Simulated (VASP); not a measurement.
# SiGe4W (P4/mmm) in VASP: further runs

SiGe4W is run at these levels: PBE; tasks: relaxation of cell and atoms, single point.

Program: VASP 6.6.1. These are calculated values, not measurements. Logs are shortened: lines on timing, memory, paths and dates and some standing lists are left out, and cuts for length are marked.

### 1 The cell of the first run

The structure is tetragonal, space group P4/mmm (No. 123). The conventional cell has a = 3.838 Å, b = 3.838 Å, c = 6.746 Å, α = 90.00°, β = 90.00°, γ = 90.00°. Si (site symmetry 4/mmm) has 16 Ge at 3.11 to 3.88 Å and 4 Si at 3.84 Å within 4.1 Å. Ge (site symmetry mmm) has 2 W at 1.92 Å within 2.5 Å. Ge (site symmetry 4mm) has 1 W at 1.85 Å within 2.5 Å. W (site symmetry 4/mmm) has 6 Ge at 1.85 to 1.92 Å within 2.5 Å.

The cell was built from a structure type or drawn by symmetry, and may not be a known phase.

### 2 Relaxation of cell and atoms, PBE

The input, INCAR:

```
SYSTEM = SiGe4W
  ALGO = Normal
  EDIFF = 1E-6
  EDIFFG = -0.04
  ENCUT = 600
  GGA = PE
  IBRION = 2
  ISIF = 3
  ISMEAR = 0
  LASPH = .True.
  LCHARG = .False.
  LREAL = .False.
  LWAVE = .False.
  NELM = 60
  NSW = 90
  PREC = Accurate
  SIGMA = 0.1
```

The input, KPOINTS:

```
k-points
0
Gamma
  4 4 4
  0 0 0
```

The input, POSCAR:

```
SiGe4W
1.0
    3.8382813800      0.0000000000      0.0000000000
    0.0000000000      3.8382813800      0.0000000000
    0.0000000000      0.0000000000      6.7460226700
Si Ge W
1 4 1
Direct
    0.5000000000      0.5000000000      0.5000000000
    0.5000000000      0.0000000000      0.0000000000
    0.0000000000      0.5000000000      0.0000000000
    0.0000000000      0.0000000000      0.2737000000
    0.0000000000      0.0000000000      0.7263000000
    0.0000000000      0.0000000000      0.0000000000
```

Potentials or basis: VASP PAW PBE potentials, release 64 (Si, Ge_d, W_sv).

Launch:

```
cat potpaw_PBE.64/Si/POTCAR potpaw_PBE.64/Ge_d/POTCAR potpaw_PBE.64/W_sv/POTCAR > POTCAR
mpirun -np 1 vasp_std > vasp.out
```

OUTCAR:

```text
SYSTEM = SiGe4W
   EDIFF = 1E-6
   EDIFFG = -0.04
   ENCUT = 600
   GGA = PE
   IBRION = 2
   ISIF = 3
   ISMEAR = 0
   LASPH = .True.
   LREAL = .False.
   NELM = 60
   NSW = 90
   PREC = Accurate

 ion  position               nearest neighbor table
   1  0.500  0.500  0.500-
   2  0.500  0.000  0.000-   6 1.92   6 1.92   4 2.66   4 2.66   5 2.66   5 2.66   3 2.71   3 2.71
                             3 2.71   3 2.71
   3  0.000  0.500  0.000-   6 1.92   6 1.92   4 2.66   4 2.66   5 2.66   5 2.66   2 2.71   2 2.71
                             2 2.71   2 2.71
   4  0.000  0.000  0.274-   6 1.85   3 2.66   2 2.66   3 2.66   2 2.66
   5  0.000  0.000  0.726-   6 1.85   3 2.66   2 2.66   3 2.66   2 2.66
   6  0.000  0.000  0.000-   4 1.85   5 1.85   2 1.92   3 1.92   3 1.92   2 1.92

  LATTYP: Found a simple tetragonal cell.
 ALAT       =     3.8382813800
 C/A-ratio  =     1.7575633473

  Lattice vectors:

 A1 = (   3.8382813800,   0.0000000000,   0.0000000000)
 A2 = (   0.0000000000,   3.8382813800,   0.0000000000)
 A3 = (   0.0000000000,   0.0000000000,   6.7460226700)

Analysis of symmetry for initial positions (statically):
=====================================================================
 Subroutine PRICEL returns:
 Original cell was already a primitive cell.

 Routine SETGRP: Setting up the symmetry group for a
 simple tetragonal supercell.

 Subroutine GETGRP returns: Found 16 space group operations
 (whereof 16 operations were pure point group operations)
 out of a pool of 16 trial point group operations.

The static configuration has the point symmetry D_4h.

Analysis of symmetry for dynamics (positions and initial velocities):
=====================================================================
 Subroutine PRICEL returns:
 Original cell was already a primitive cell.

 Routine SETGRP: Setting up the symmetry group for a
 simple tetragonal supercell.

 Subroutine GETGRP returns: Found 16 space group operations
 (whereof 16 operations were pure point group operations)
 out of a pool of 16 trial point group operations.

The dynamic configuration has the point symmetry D_4h.

 Subroutine INISYM returns: Found 16 space group operations
 (whereof 16 operations are pure point group operations),
 and found     1 'primitive' translations

----------------------------------------------------------------------------------------

                                     Primitive cell

  volume of cell :      99.3851

  direct lattice vectors                    reciprocal lattice vectors
     3.838281380  0.000000000  0.000000000     0.260533270  0.000000000  0.000000000
     0.000000000  3.838281380  0.000000000     0.000000000  0.260533270  0.000000000
     0.000000000  0.000000000  6.746022670     0.000000000  0.000000000  0.148235494

  length of vectors
     3.838281380  3.838281380  6.746022670     0.260533270  0.260533270  0.148235494

  position of ions in fractional coordinates (direct lattice)
     0.500000000  0.500000000  0.500000000
     0.500000000  0.000000000  0.000000000
     0.000000000  0.500000000  0.000000000
     0.000000000  0.000000000  0.273700000
     0.000000000  0.000000000  0.726300000
     0.000000000  0.000000000  0.000000000

  ion indices of the primitive-cell ions
   primitive index   ion index
                 1           1
                 2           2
                 3           3
                 4           4
                 5           5
                 6           6

----------------------------------------------------------------------------------------

 KPOINTS: k-points

Automatic generation of k-mesh.
 Grid dimensions read from file:
 generate k-points for:    4    4    4

 Generating k-lattice:

  Cartesian coordinates                     Fractional coordinates (reciprocal lattice)
     0.065133318  0.000000000  0.000000000     0.250000000  0.000000000  0.000000000
     0.000000000  0.065133318  0.000000000     0.000000000  0.250000000  0.000000000
     0.000000000  0.000000000  0.037058873     0.000000000  0.000000000  0.250000000

  Length of vectors
     0.065133318  0.065133318  0.037058873

  Shift w.r.t. Gamma in fractional coordinates (k-lattice)
     0.000000000  0.000000000  0.000000000

 Subroutine IBZKPT returns following result:
 ===========================================

 Found     18 irreducible k-points:

 Following reciprocal coordinates:
            Coordinates               Weight
  0.000000  0.000000  0.000000      1.000000
  0.250000  0.000000  0.000000      4.000000
  0.500000  0.000000  0.000000      2.000000
  0.250000  0.250000  0.000000      4.000000
  0.500000  0.250000  0.000000      4.000000
  0.500000  0.500000  0.000000      1.000000
[... 10 lines left out ...]
  0.500000  0.250000  0.500000      4.000000
  0.500000  0.500000  0.500000      1.000000
   k-points           NKPTS =     18   k-points in BZ     NKDIM =     18   number of bands    NBANDS=     44
   number of dos      NEDOS =    301   number of ions     NIONS =      6
   total plane-waves  NPLWV =  55296
   dimension x,y,z NGX =    32 NGY =   32 NGZ =   54
   dimension x,y,z NGXF=    64 NGYF=   64 NGZF=  108
   ions per type =               1   4   1
   NGX,Y,Z   is equivalent  to a cutoff of  13.86, 13.86, 13.31 a.u.
   NGXF,Y,Z  is equivalent  to a cutoff of  27.72, 27.72, 26.62 a.u.
 SYSTEM =  SiGe4W
   PREC   = accura    normal or accurate (medium, high low for compatibility)
   ISTART =      0    job   : 0-new  1-cont  2-samecut
   ICHARG =      2    charge: 1-file 2-atom 10-const
   ISPIN  =      1    spin polarized calculation?
   LNONCOLLINEAR =      F non collinear calculations
   LSORBIT =      F    spin-orbit coupling
   LASPH  =      T    aspherical Exc in radial PAW
   ENCUT  =  600.0 eV  44.10 Ry    6.64 a.u.   7.67  7.67 13.47*2*pi/ulx,y,z
   NELM   =     60;   NELMIN=  2; NELMDL= -5     # of ELM steps
   EDIFF  = 0.1E-05   stopping-criterion for ELM
   LREAL  =      F    real-space projection
   EDIFFG = -.4E-01   stopping-criterion for IOM
   NSW    =     90    number of steps for IOM
   IBRION =      2    ionic relax: 0-MD 1-quasi-New 2-CG
   NFREE  =      1    steps in history (QN), initial steepest desc. (CG)
   ISIF   =      3    stress and relaxation
   ISYM   =      2    0-nonsym 1-usesym 2-fastsym
   POTIM  = 0.5000    time-step for ionic-motion
   TEBEG  =    0.0;   TEEND  =   0.0 temperature during run
   PSTRESS=    0.0 pullay stress
   NELECT =      74.0000    total number of electrons
   NUPDOWN=      -1.0000    fix difference up-down
   EMIN   =  10.00;   EMAX   =-10.00  energy-range for DOS
   EFERMI =   0.00;   METHOD = LEGACY
   ISMEAR =     0;   SIGMA  =   0.10  broadening in eV -4-tet -1-fermi 0-gaus
   EFERMI_NEDOS =   21; number of points for ismear=-14 and -15
   IALGO  =     38    algorithm
   IMIX   =      4    mixing-type and parameters
     AMIX     =   0.40;   BMIX     =  1.00
     AMIX_MAG =   1.60;   BMIX_MAG =  1.00
  volume/ion in A,a.u.               =      16.56       111.78
  Fermi-wavevector in a.u.,A,eV,Ry     =   1.483810  2.803994 29.955836  2.201692
  Thomas-Fermi vector in A             =   2.597425
   LORBIT       =      0    0 simple, 1 ext, 2 COOP (PROOUT), +10 PAW based schemes
   GGA     = PE    functional components
   LHFCALC =     F    Hartree Fock is set to
   AEXX    =    0.0000 exact exchange contribution
   IVDW    =     0    specifies the selected vdW correction
   LEPSILON=     F    determine dielectric tensor
   LRPA    =     F    only Hartree local field effects (RPA)
 conjugate gradient relaxation of ions
 non-spin polarized calculation
 Gauss-broadening in eV      SIGMA  =   0.10
  energy-cutoff  :      600.00
  volume of cell :       99.39
 maximum number of plane-waves:      3347
 NGX is ok and might be reduce to    32
   NGX = 15   NGY = 15   NGZ = 27

--------------------------------------- Ionic step        1  -------------------------------------------

 number of electron      73.9999993 magnetization

 Free energy of the ion-electron system (eV)
  ---------------------------------------------------
  ext. energy  EPLUGINS =         0.00000000
  ---------------------------------------------------
  free energy    TOTEN  =        -4.50411593 eV

  energy without entropy =       -4.48754472  energy(sigma->0) =       -4.49583033

------------------------ aborting loop because EDIFF is reached ----------------------------------------

  FORCE on cell =-STRESS in cart. coord.  units (eV):
  Direction    XX          YY          ZZ          XY          YZ          ZX
  --------------------------------------------------------------------------------------
  -------------------------------------------------------------------------------------
  Total       80.2528582     80.2528582    102.3406205      0.0000000      0.0000000      0.0000000
  in kB     1293.7479558   1293.7479558   1649.8224669      0.0000000      0.0000000      0.0000000
  external PRESSURE =    1412.4394595 kB  Pullay stress =       0.0000000 kB
[... 101 lines left out ...]
  FREE ENERGIE OF THE ION-ELECTRON SYSTEM (eV)
  ---------------------------------------------------
  free  energy   TOTEN  =       -16.5130113977 eV

  energy  without entropy=      -16.4966991331  energy(sigma->0) =      -16.50485527

 E-fermi :   5.5442     XC(G=0): -10.3609

 val. band max:        5.5366375258   @ k =   0.5000   0.5000   0.0000
 cond. band min:       5.5446756998   @ k =   0.5000   0.0000   0.0000
 fundamental gap:      0.0080381741
 Fermi energy:         5.5441688694

 k-point     1 :       0.0000    0.0000    0.0000
  band No.  band energies     occupation
      1     -66.8829      2.00000
      2     -31.8819      2.00000
      3     -31.8819      2.00000
      4     -31.1983      2.00000
      5     -21.2043      2.00000
      6     -20.3402      2.00000
[... 835 lines left out ...]
     43      10.1667      0.00000
     44      11.3899      0.00000

 E-fermi :  -1.3632     XC(G=0):  -5.5199

 val. band max:       -1.3671036469   @ k =   0.2500   0.2500   0.2500
 cond. band min:      -1.3625650393   @ k =   0.5000   0.2500   0.5000
 fundamental gap:      0.0045386076
 Fermi energy:        -1.3632143875

 k-point     1 :       0.0000    0.0000    0.0000
  band No.  band energies     occupation
      1     -75.7812      2.00000
      2     -39.8938      2.00000
      3     -39.8938      2.00000
      4     -39.8112      2.00000
      5     -27.3296      2.00000
      6     -27.3264      2.00000
[... 835 lines left out ...]
     43      -0.2819      0.00000
     44       0.3641      0.00000

[... ionic steps 4 to 17 ...]

--------------------------------------- Ionic step       18  -------------------------------------------

 number of electron      74.0000094 magnetization

------------------------ aborting loop because EDIFF is reached ----------------------------------------
[... 75 lines left out ...]
--------------------------------------- Ionic step       20  -------------------------------------------

 number of electron      74.0000077 magnetization

 Free energy of the ion-electron system (eV)
  ---------------------------------------------------
  ext. energy  EPLUGINS =         0.00000000
  ---------------------------------------------------
  free energy    TOTEN  =       -30.79970328 eV

  energy without entropy =      -30.77257569  energy(sigma->0) =      -30.78613949

 E-fermi :   3.5361     XC(G=0):  -9.1550

 val. band max:        3.4427594182   @ k =   0.5000   0.5000   0.0000
 cond. band min:       3.5505098515   @ k =   0.2500   0.0000   0.0000
 fundamental gap:      0.1077504333
 Fermi energy:         3.5360540394

 k-point     1 :       0.0000    0.0000    0.0000
  band No.  band energies     occupation
      1     -70.0036      2.00000
      2     -34.4395      2.00000
      3     -34.3384      2.00000
      4     -34.3384      2.00000
      5     -21.4617      2.00000
      6     -21.3276      2.00000
[... 868 lines left out ...]
  FREE ENERGIE OF THE ION-ELECTRON SYSTEM (eV)
  ---------------------------------------------------
  free  energy   TOTEN  =       -30.7997032806 eV

  energy  without entropy=      -30.7725756937  energy(sigma->0) =      -30.78613949

 reached required accuracy - stopping structural energy minimisation
```

Run time: 26 min. Hardware: 1 thread of Intel Xeon 6975P-C (Granite Rapids), shared host; peak memory 0.29 GiB.

Results:

| Item | Value |
| --- | --- |
| Free energy | -30.7997 eV |
| Relaxed volume | 27.66 Å³/atom |
| Relaxed cell | a = 4.792 Å, b = 4.792 Å, c = 7.228 Å, α = 90.00°, β = 90.00°, γ = 90.00° |
| Space group after relaxing (to 0.1 Å) | P4/mmm (No. 123) |
| Pressure after relaxing | 0.0 GPa |
| Largest force after relaxing | 0.019 eV/Å |
| Band gap on the k mesh | zero (bands 37 and 38 overlap by 0.68 eV) |

Forces in eV/Å, atoms in the order of the input:
```
Si   0.000  0.000  0.000
Ge   0.000  0.000  0.000
Ge   0.000  0.000  0.000
Ge   0.000  0.000 -0.019
Ge   0.000  0.000  0.019
W    0.000  0.000  0.000
```

Final structure:
```xyz
6
Lattice="4.7919 0.0000 0.0000 0.0000 4.7919 0.0000 0.0000 0.0000 7.2275" Properties=species:S:1:pos:R:3 pbc="T T T"
Si    2.3960    2.3960    3.6138
Ge    2.3960    0.0000    0.0000
Ge    0.0000    2.3960    0.0000
Ge    0.0000    0.0000    2.4560
Ge    0.0000    0.0000    4.7715
W     0.0000    0.0000    0.0000
```

Levels at points of the mesh, in eV from the Fermi level:
```csv
k point,band 33,band 34,band 35,band 36,band 37,band 38,band 39,band 40,band 41,band 42
"(0.00, 0.00, 0.00)",-1.49,-1.49,-0.69,-0.59,-0.59,-0.54,1.03,1.04,2.18,2.18
"(0.50, 0.00, 0.00)",-2.31,-1.47,-1.40,-0.36,0.14,0.21,0.21,0.52,0.52,0.80
"(0.50, 0.50, 0.00)",-3.21,-3.11,-3.11,-2.63,-2.63,-0.09,2.55,2.55,2.64,3.16
"(0.00, 0.00, 0.50)",-1.91,-1.91,-0.69,-0.29,0.02,0.02,0.83,1.48,1.75,2.22
"(0.50, 0.00, 0.50)",-2.29,-1.94,-0.86,-0.84,-0.16,0.44,0.55,0.76,1.03,1.03
"(0.50, 0.50, 0.50)",-3.88,-3.21,-1.69,-1.12,-1.12,0.29,1.13,1.13,1.22,2.99
```

Caveat: the k points lie up to 0.33 Å⁻¹ apart in the final cell, too coarse for converged energies and pressures of a metal; the volume moved by over 15 % at a fixed basis, so the end points are rough; spin-orbit coupling is left out, which moves the levels of the heavy elements.

### 3 Single point, PBE

This run uses another cell than the first one, of 27.75 Å³/atom.

The input, INCAR:

```
ALGO = Normal
EDIFF = 1E-7
ENCUT = 520
GGA = PE
ISIF = 2
ISMEAR = 0
LASPH = T
LCHARG = F
LREAL = F
LWAVE = F
NBANDS = 46
NELM = 100
PREC = Accurate
SIGMA = 0.1
```

The input, KPOINTS:

```
k-points
0
Gamma
  8 8 6
```

The input, POSCAR:

```
SiGe4W
1.0
    4.7926829233      0.0000000000      0.0000000000
    0.0000000000      4.7926829233      0.0000000000
    0.0000000000      0.0000000000      7.2486819590
Si Ge W
1 4 1
Direct
    0.5000000000      0.5000000000      0.5000000000
    0.5000000000      0.0000000000      0.0000000000
    0.0000000000      0.5000000000      0.0000000000
    0.0000000000      0.0000000000      0.3398961533
    0.0000000000      0.0000000000      0.6601038467
    0.0000000000      0.0000000000      0.0000000000
```

Potentials or basis: VASP PAW PBE potentials, release 64 (Si, Ge_d, W_sv).

Launch:

```
cat potpaw_PBE.64/Si/POTCAR potpaw_PBE.64/Ge_d/POTCAR potpaw_PBE.64/W_sv/POTCAR > POTCAR
mpirun -np 1 vasp_std > vasp.out
```

Wall time 6.8 min (1 thread of Intel Xeon 6975P-C (Granite Rapids), shared host); peak memory 0.51 GiB.

It converged, with:

| Quantity | Value |
| --- | --- |
| Free energy | -30.8312 eV |
| Pressure | 0.0 GPa |
| Largest force | 0.013 eV/Å |
| Band gap on the k mesh | zero (bands 37 and 38 overlap by 0.70 eV) |

Forces on the atoms (eV/Å):
```
Si   0.000  0.000  0.000
Ge   0.000  0.000  0.000
Ge   0.000  0.000  0.000
Ge   0.000  0.000  0.013
Ge   0.000  0.000 -0.013
W    0.000  0.000  0.000
```

Levels at points of the mesh, in eV from the Fermi level:
```tsv
k point	band 34	band 35	band 36	band 37	band 38	band 39	band 40	band 41
(0.00, 0.00, 0.00)	-1.42	-0.60	-0.54	-0.54	-0.51	1.04	1.10	2.24
(0.50, 0.00, 0.00)	-1.40	-1.33	-0.33	0.18	0.24	0.28	0.56	0.56
(0.50, 0.50, 0.00)	-3.04	-3.04	-2.59	-2.59	-0.07	2.58	2.58	2.71
(0.00, 0.00, 0.50)	-1.83	-0.60	-0.27	0.07	0.07	0.90	1.50	1.78
(0.50, 0.00, 0.50)	-1.87	-0.82	-0.77	-0.12	0.48	0.60	0.78	1.04
(0.50, 0.50, 0.50)	-3.12	-1.66	-1.08	-1.08	0.32	1.14	1.14	1.23
```

Caveat: spin-orbit coupling is left out, which moves the levels of the heavy elements.
